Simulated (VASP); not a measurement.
# Li in VASP: further runs

The runs below take Li through electric field gradients, with PBE.

Everything below comes from runs of VASP 6.6.1. Logs are shortened: lines on timing, memory, paths and dates and some standing lists are left out, and cuts for length are marked.

### 1 The cell of the first run

It takes space group Fm-3m (No. 225, cubic). Conventional cell: a = 4.490 Å, b = 4.490 Å, c = 4.490 Å, α = 90.00°, β = 90.00°, γ = 90.00°. Within 4.2 Å of Li (site symmetry m-3m) lie 12 Li at 3.18 Å.

This isn't the form of Li at room conditions, which is bcc.

### 2 Electric field gradients, PBE (22.64 Å³/atom)

The input, INCAR:

```
ALGO = Normal
EDIFF = 1E-8
ENCUT = 520
GGA = PE
ISIF = 2
ISMEAR = -1
LASPH = T
LCHARG = F
LEFG = T
LREAL = F
LWAVE = F
NBANDS = 8
NELM = 80
PREC = Accurate
SIGMA = 0.08
```

The input, KPOINTS:

```
k-points
0
Gamma
  13 13 13
```

The input, POSCAR:

```
Li
1.0
    0.0000000000      2.2451874350      2.2451874350
    2.2451874350      0.0000000000      2.2451874350
    2.2451874350      2.2451874350      0.0000000000
Li
1
Direct
    0.0000000000      0.0000000000      0.0000000000
```

Potentials or basis: VASP PAW PBE potentials, release 64 (Li_sv).

Command:

```bash
cat potpaw_PBE.64/Li_sv/POTCAR > POTCAR
mpirun -np 1 vasp_std > vasp.out
```

OUTCAR:

```text
EDIFF = 1E-8
   ENCUT = 520
   GGA = PE
   ISIF = 2
   ISMEAR = -1
   LASPH = T
   LREAL = F
   NELM = 80
   PREC = Accurate

 ion  position               nearest neighbor table
   1  0.000  0.000  0.000-

  LATTYP: Found a face centered cubic cell.
 ALAT       =     4.4903748700

  Lattice vectors:

 A1 = (   0.0000000000,   2.2451874350,   2.2451874350)
 A2 = (   2.2451874350,   0.0000000000,   2.2451874350)
 A3 = (   2.2451874350,   2.2451874350,   0.0000000000)

Analysis of symmetry for initial positions (statically):
=====================================================================
 Subroutine PRICEL returns:
 Original cell was already a primitive cell.

 Routine SETGRP: Setting up the symmetry group for a
 face centered cubic supercell.

 Subroutine GETGRP returns: Found 48 space group operations
 (whereof 48 operations were pure point group operations)
 out of a pool of 48 trial point group operations.

The static configuration has the point symmetry O_h .

Analysis of symmetry for dynamics (positions and initial velocities):
=====================================================================
 Subroutine PRICEL returns:
 Original cell was already a primitive cell.

 Routine SETGRP: Setting up the symmetry group for a
 face centered cubic supercell.

 Subroutine GETGRP returns: Found 48 space group operations
 (whereof 48 operations were pure point group operations)
 out of a pool of 48 trial point group operations.

The dynamic configuration has the point symmetry O_h .

 Subroutine INISYM returns: Found 48 space group operations
 (whereof 48 operations are pure point group operations),
 and found     1 'primitive' translations

----------------------------------------------------------------------------------------

                                     Primitive cell

  volume of cell :      22.6354

  direct lattice vectors                    reciprocal lattice vectors
     0.000000000  2.245187435  2.245187435    -0.222698556  0.222698556  0.222698556
     2.245187435  0.000000000  2.245187435     0.222698556 -0.222698556  0.222698556
     2.245187435  2.245187435  0.000000000     0.222698556  0.222698556 -0.222698556
[... 117 lines left out ...]
   NGX = 11   NGY = 11   NGZ = 11

 number of electron       3.0000008 magnetization

 Free energy of the ion-electron system (eV)
  ---------------------------------------------------
  ext. energy  EPLUGINS =         0.00000000
  ---------------------------------------------------
  free energy    TOTEN  =        -1.89969699 eV

  energy without entropy =       -1.88707973  energy(sigma->0) =       -1.89338836

 E-fermi :   0.3494     XC(G=0):  -6.7812

 val. band max:        0.3129868183   @ k =  -0.2308   0.3077   0.0769
 cond. band min:       0.3859091079   @ k =  -0.3846   0.1538   0.0000
 fundamental gap:      0.0729222896
 Fermi energy:         0.3493761106

 k-point     1 :       0.0000    0.0000    0.0000
  band No.  band energies     occupation
      1     -46.3900      2.00000
      2      -3.0829      2.00000
      3      13.5985      0.00000
      4      13.5986      0.00000
      5      13.5986      0.00000
      6      17.3223      0.00000
      7      17.3223      0.00000
      8      17.3223      0.00000
[... 243 lines left out ...]
 k-point    24 :       0.4615    0.1538    0.0000
  band No.  band energies     occupation
      1     -46.3782      2.00000
      2       0.0830      1.93085
      3       4.1379      0.00000
      4      10.4078      0.00000
      5      10.4409      0.00000
      6      13.5905      0.00000
      7      18.6335      0.00000
      8      18.8203      0.00000

 [... further k-points ...]

------------------------ aborting loop because EDIFF is reached ----------------------------------------

  FORCE on cell =-STRESS in cart. coord.  units (eV):
  Direction    XX          YY          ZZ          XY          YZ          ZX
  --------------------------------------------------------------------------------------
  -------------------------------------------------------------------------------------
  Total       -0.1893711     -0.1893711     -0.1893711      0.0000000      0.0000000      0.0000000
  in kB      -13.4040636    -13.4040636    -13.4040636      0.0000000      0.0000000      0.0000000
  external PRESSURE =     -13.4040636 kB  Pullay stress =       0.0000000 kB

 VOLUME and BASIS-vectors are now :
 -----------------------------------------------------------------------------
  energy-cutoff  :      520.00
  volume of cell :       22.64
      direct lattice vectors                 reciprocal lattice vectors
     0.000000000  2.245187435  2.245187435    -0.222698556  0.222698556  0.222698556
     2.245187435  0.000000000  2.245187435     0.222698556 -0.222698556  0.222698556
     2.245187435  2.245187435  0.000000000     0.222698556  0.222698556 -0.222698556

 POSITION                                       TOTAL-FORCE (eV/Angst)
 -----------------------------------------------------------------------------------
      0.00000      0.00000      0.00000         0.000000      0.000000      0.000000
 -----------------------------------------------------------------------------------
    total drift:                               -0.000000      0.000000     -0.000000

  FREE ENERGIE OF THE ION-ELECTRON SYSTEM (eV)
  ---------------------------------------------------
  free  energy   TOTEN  =        -1.8996969918 eV

  energy  without entropy=       -1.8870797285  energy(sigma->0) =       -1.89338836

 Electric field gradients (V/A^2)
---------------------------------------------------------------------
 ion       V_xx      V_yy      V_zz      V_xy      V_xz      V_yz
---------------------------------------------------------------------
   1      -0.000     0.000     0.000     0.005     0.005     0.005
---------------------------------------------------------------------

 Electric field gradients after diagonalization (V/A^2)
 (convention: |V_zz| > |V_xx| > |V_yy|)
----------------------------------------------------------------------
 ion       V_xx      V_yy      V_zz     asymmetry (V_yy - V_xx)/ V_zz
----------------------------------------------------------------------
   1      -0.005    -0.005     0.009       0.000
----------------------------------------------------------------------

           NMR quadrupolar parameters

 Cq : quadrupolar parameter    Cq=e*Q*V_zz/h
 eta: asymmetry parameters     (V_yy - V_xx)/ V_zz
 Q  : nuclear electric quadrupole moment in mb (millibarn)
----------------------------------------------------------------------
 ion       Cq(MHz)       eta       Q (mb)
----------------------------------------------------------------------
   1       0.000       0.000       1.000
----------------------------------------------------------------------
```

stdout:

```text
POSCAR found type information on POSCAR Li
 POSCAR found :  1 types and       1 ions
 scaLAPACK will be used
 LDA part: xc-table for (Slater+PW92), standard interpolation
 POSCAR, INCAR and KPOINTS ok, starting setup
 FFT: planning ... GRIDC
 FFT: planning ... GRID_SOFT
 FFT: planning ... GRID
 WAVECAR not read
 entering main loop
ion   1
```

Wall time 17 s (1 thread of Intel Xeon 8259CL, shared host); peak memory 0.13 GiB.

What came out:

* Free energy: -1.8997 eV
* Band gap on the k mesh: zero (an odd number of electrons rules out a gap without spin polarisation)
* Largest electric field gradient by atom: zero within the noise of the run

Caveat: the cutoff is under 1.25 times the usual one of these potentials, so pressure, stress and relaxed cells hold a basis-set (Pulay) error.

### 3 Electric field gradients, PBE (22.42 Å³/atom)

This run uses another cell than the first one, of 22.42 Å³/atom.

The input, INCAR:

```
PREC     = Accurate       # precision mode
ENCUT    = 520            # plane-wave cutoff, eV
EDIFF    = 1E-8           # SCF threshold, eV
ISMEAR   = -1             # smearing method
SIGMA    = 0.08           # smearing width, eV
LREAL    = F              # projectors in reciprocal space
LASPH    = T              # aspherical terms in the spheres
NELM     = 100            # most SCF steps
ALGO     = Normal         # electronic algorithm
ISIF     = 2              # what is computed and relaxed
LWAVE    = F              # write WAVECAR
LCHARG   = F              # write CHGCAR
GGA      = PE             # functional
LEFG     = T            
NBANDS   = 8              # bands
```

The input, KPOINTS:

```
regular mesh
0
Gamma
  13 13 13
```

The input, POSCAR:

```
Li
1.0
    0.0000000000      2.2381047777      2.2381047777
    2.2381047777      0.0000000000      2.2381047777
    2.2381047777      2.2381047777      0.0000000000
Li
1
Direct
    0.0000000000      0.0000000000      0.0000000000
```

Potentials or basis: VASP PAW PBE potentials, release 64 (Li_sv).

Command:

```bash
cat potpaw_PBE.64/Li_sv/POTCAR > POTCAR
mpirun -np 1 vasp_std > vasp.out
```

OUTCAR:

```text
PREC = Accurate
   ENCUT = 520
   EDIFF = 1E-8
   ISMEAR = -1
   LREAL = F
   LASPH = T
   NELM = 100
   ISIF = 2
   GGA = PE

 ion  position               nearest neighbor table
   1  0.000  0.000  0.000-

  LATTYP: Found a face centered cubic cell.
 ALAT       =     4.4762095554

  Lattice vectors:

 A1 = (   0.0000000000,   2.2381047777,   2.2381047777)
 A2 = (   2.2381047777,   0.0000000000,   2.2381047777)
 A3 = (   2.2381047777,   2.2381047777,   0.0000000000)

Analysis of symmetry for initial positions (statically):
=====================================================================
 Subroutine PRICEL returns:
 Original cell was already a primitive cell.

 Routine SETGRP: Setting up the symmetry group for a
 face centered cubic supercell.

 Subroutine GETGRP returns: Found 48 space group operations
 (whereof 48 operations were pure point group operations)
 out of a pool of 48 trial point group operations.

The static configuration has the point symmetry O_h .

Analysis of symmetry for dynamics (positions and initial velocities):
=====================================================================
 Subroutine PRICEL returns:
 Original cell was already a primitive cell.

 Routine SETGRP: Setting up the symmetry group for a
 face centered cubic supercell.

 Subroutine GETGRP returns: Found 48 space group operations
 (whereof 48 operations were pure point group operations)
 out of a pool of 48 trial point group operations.

The dynamic configuration has the point symmetry O_h .

 Subroutine INISYM returns: Found 48 space group operations
[... 152 lines left out ...]
      2      -3.0716      2.00000
      3      13.7126      0.00000
      4      13.7127      0.00000
      5      13.7127      0.00000
      6      17.4497      0.00000
      7      17.4497      0.00000
      8      17.4497      0.00000
[... 243 lines left out ...]
 k-point    24 :       0.4615    0.1538    0.0000
  band No.  band energies     occupation
      1     -46.3366      2.00000
      2       0.1060      1.93202
      3       4.1914      0.00000
      4      10.4976      0.00000
      5      10.5332      0.00000
      6      13.7008      0.00000
      7      18.7713      0.00000
      8      18.9653      0.00000

 [... further k-points ...]

------------------------ aborting loop because EDIFF is reached ----------------------------------------

  FORCE on cell =-STRESS in cart. coord.  units (eV):
  Direction    XX          YY          ZZ          XY          YZ          ZX
  --------------------------------------------------------------------------------------
  -------------------------------------------------------------------------------------
  Total       -0.1745446     -0.1745446     -0.1745446      0.0000000      0.0000000      0.0000000
  in kB      -12.4722760    -12.4722760    -12.4722760      0.0000000      0.0000000      0.0000000
  external PRESSURE =     -12.4722760 kB  Pullay stress =       0.0000000 kB

 VOLUME and BASIS-vectors are now :
 -----------------------------------------------------------------------------
  energy-cutoff  :      520.00
  volume of cell :       22.42
      direct lattice vectors                 reciprocal lattice vectors
     0.000000000  2.238104778  2.238104778    -0.223403303  0.223403303  0.223403303
     2.238104778  0.000000000  2.238104778     0.223403303 -0.223403303  0.223403303
     2.238104778  2.238104778  0.000000000     0.223403303  0.223403303 -0.223403303

 POSITION                                       TOTAL-FORCE (eV/Angst)
 -----------------------------------------------------------------------------------
      0.00000      0.00000      0.00000         0.000000     -0.000000     -0.000000
 -----------------------------------------------------------------------------------
    total drift:                               -0.000000      0.000000     -0.000000

  FREE ENERGIE OF THE ION-ELECTRON SYSTEM (eV)
  ---------------------------------------------------
  free  energy   TOTEN  =        -1.9013052849 eV

  energy  without entropy=       -1.8887065364  energy(sigma->0) =       -1.89500591

 Electric field gradients (V/A^2)
---------------------------------------------------------------------
 ion       V_xx      V_yy      V_zz      V_xy      V_xz      V_yz
---------------------------------------------------------------------
   1      -0.000    -0.000     0.000     0.004     0.004     0.004
---------------------------------------------------------------------

 Electric field gradients after diagonalization (V/A^2)
 (convention: |V_zz| > |V_xx| > |V_yy|)
----------------------------------------------------------------------
 ion       V_xx      V_yy      V_zz     asymmetry (V_yy - V_xx)/ V_zz
----------------------------------------------------------------------
   1      -0.004    -0.004     0.008       0.000
----------------------------------------------------------------------

           NMR quadrupolar parameters

 Cq : quadrupolar parameter    Cq=e*Q*V_zz/h
 eta: asymmetry parameters     (V_yy - V_xx)/ V_zz
 Q  : nuclear electric quadrupole moment in mb (millibarn)
----------------------------------------------------------------------
 ion       Cq(MHz)       eta       Q (mb)
----------------------------------------------------------------------
   1       0.000       0.000       1.000
----------------------------------------------------------------------
```

OSZICAR:

```text
N       E                     dE             d eps       ncg     rms          rms(c)
DAV:   1    -0.126340062038E+00   -0.12634E+00   -0.70337E+02  1360   0.259E+02
DAV:   2    -0.187191639537E+01   -0.17456E+01   -0.17298E+01  1976   0.341E+01
DAV:   3    -0.190278919571E+01   -0.30873E-01   -0.30172E-01  1592   0.309E+00
DAV:   4    -0.190314037010E+01   -0.35117E-03   -0.35089E-03  2048   0.326E-01
DAV:   5    -0.190314182516E+01   -0.14551E-05   -0.14551E-05  1672   0.143E-02    0.282E-01
DAV:   6    -0.190190950829E+01    0.12323E-02   -0.26948E-04  2200   0.742E-02    0.160E-01
DAV:   7    -0.190130749007E+01    0.60202E-03   -0.63923E-04  2256   0.106E-01    0.268E-02
DAV:   8    -0.190130790403E+01   -0.41396E-06   -0.80194E-06  1560   0.199E-02    0.242E-03
DAV:   9    -0.190130621249E+01    0.16915E-05   -0.49256E-07  2168   0.601E-03    0.483E-04
DAV:  10    -0.190130530554E+01    0.90695E-06   -0.50955E-08  1560   0.151E-03    0.248E-04
DAV:  11    -0.190130527497E+01    0.30566E-07   -0.39328E-09  1160   0.536E-04    0.449E-05
DAV:  12    -0.190130528925E+01   -0.14279E-07   -0.64704E-10   904   0.224E-04    0.970E-06
DAV:  13    -0.190130528486E+01    0.43914E-08   -0.26807E-10   832   0.127E-04
   1 F= -.19013053E+01 E0= -.18950059E+01  d E =-.125987E-01
```

stdout:

```text
POSCAR found type information on POSCAR Li
 POSCAR found :  1 types and       1 ions
 scaLAPACK will be used
 LDA part: xc-table for (Slater+PW92), standard interpolation
 POSCAR, INCAR and KPOINTS ok, starting setup
 FFT: planning ... GRIDC
 FFT: planning ... GRID_SOFT
 FFT: planning ... GRID
 WAVECAR not read
 entering main loop
ion   1
```

It took 17 s on 1 thread of Intel Xeon 8259CL, shared host; peak memory 0.13 GiB.

Results:

```
Free energy                             : -1.9013 eV
Band gap on the k mesh                  : zero (an odd number of electrons rules out a gap without spin polarisation)
Largest electric field gradient by atom : zero within the noise of the run
```

Levels at points of the mesh, in eV from the Fermi level:
| k point | band 1 | band 2 | band 3 | band 4 | band 5 | band 6 |
| --- | --- | --- | --- | --- | --- | --- |
| (0.00, 0.00, 0.00) | -46.72 | -3.45 | 13.34 | 13.34 | 13.34 | 17.08 |

Caveat: the cutoff is under 1.25 times the usual one of these potentials, so pressure, stress and relaxed cells hold a basis-set (Pulay) error.

[end of part 1 of 2]
